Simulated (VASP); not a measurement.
Write the native input for VASP 6.6.1 that does the following.

```yaml
Task: single point
Functional: PBE
Potentials_or_basis: VASP PAW PBE potentials, release 64 (Ru_pv)
Cutoff: 520 eV
k_mesh: 20 × 20 × 20
Occupations: gaussian, width 0.15 eV
Spin: no spin polarisation
Dipole_correction: no
Further_INCAR_settings: ALGO = Fast; EDIFF = 1e-06; NBANDS = 13
```

The structure of Ru lies in POSCAR:

```
Ru
1.0
   -0.0666779414      1.8717450686      1.8717450686
    1.8717450686     -0.0666779414      1.8717450686
    1.8717450686      1.8717450686     -0.0666779414
Ru
1
Direct
    0.0000000000      0.0000000000      0.0000000000
```

These files were run (other wordings do the same):

INCAR

```
SYSTEM = Ru
  PREC = Accurate
  ENCUT = 520
  EDIFF = 1E-6
  ISMEAR = 0
  SIGMA = 0.15
  LREAL = .False.
  LASPH = .True.
  NELM = 60
  ALGO = Fast
  ISIF = 2
  LWAVE = .False.
  LCHARG = .False.
  GGA = PE
  NBANDS = 13
```

KPOINTS

```
regular mesh
0
Gamma
  20 20 20
  0 0 0
```

Potentials or basis: VASP PAW PBE potentials, release 64 (Ru_pv).

Launch:

```console
$ cat potpaw_PBE.64/Ru_pv/POTCAR > POTCAR
$ mpirun -np 1 vasp_std > vasp.out
```

It gave:

```json
{
 "Pressure": "1.4 GPa",
 "Band gap on the k mesh": "zero (band 7 reaches 14.60 eV, above the bottom of band 8 at 11.19 eV)"
}
```

It took 61 s on 1 thread of Intel(R) Xeon(R) Platinum 8488C (Sapphire Rapids), with other jobs on the host, peak memory 0.23 GiB.
